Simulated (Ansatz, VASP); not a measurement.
# NaLiCl2: VASP beside Ansatz

```
Na Li Cl
1.0
     1.83516    1.05953    6.07453
    -1.83516    1.05953    6.07453
     0.00000   -2.11906    6.07453
Na Li Cl
1 1 2
Direct
  0.00000 0.00000 0.00000
  0.50000 0.50000 0.50000
  0.75722 0.75722 0.75722
  0.24278 0.24278 0.24278
```

Alike in both runs: task relaxation of cell and atoms; functional LDA; k mesh 9 × 9 × 9; occupations gaussian, width 0.02 eV; no spin polarisation.

|  | VASP | Ansatz |
| --- | --- | --- |
| version | VASP 6.6.1 | Ansatz 0.2.0 |
| potentials or method | VASP PAW LDA potentials, release 64 (Na_pv, Li_sv, Cl), cutoff 600 eV | scalar-relativistic, plane waves, PAW |
| valence electrons in the cell | 24 | 26 |

|  | VASP | Ansatz | Ansatz less VASP |
| --- | --- | --- | --- |
| gap on the k mesh at the Fermi level, each at its own relaxed structure (eV) | 5.61 | 5.60 | -0.009 |
| relaxed volume (Å³/atom) | 17.79 | 17.78 | -0.006 |
| relaxed length of the cell vector where the two differ most in proportion (Å) | 6.445 | 6.444 | -0.0011 |

LDA's correlation is that of Perdew and Zunger in VASP and of Perdew and Wang (1992) in Ansatz. VASP's potentials hold 24 valence electrons a cell and Ansatz's 26, so a difference there can come from the potentials and not from the codes.

Noted on VASP's run: the cutoff is under 1.25 times that of the potentials, so the pressure is a little rough.
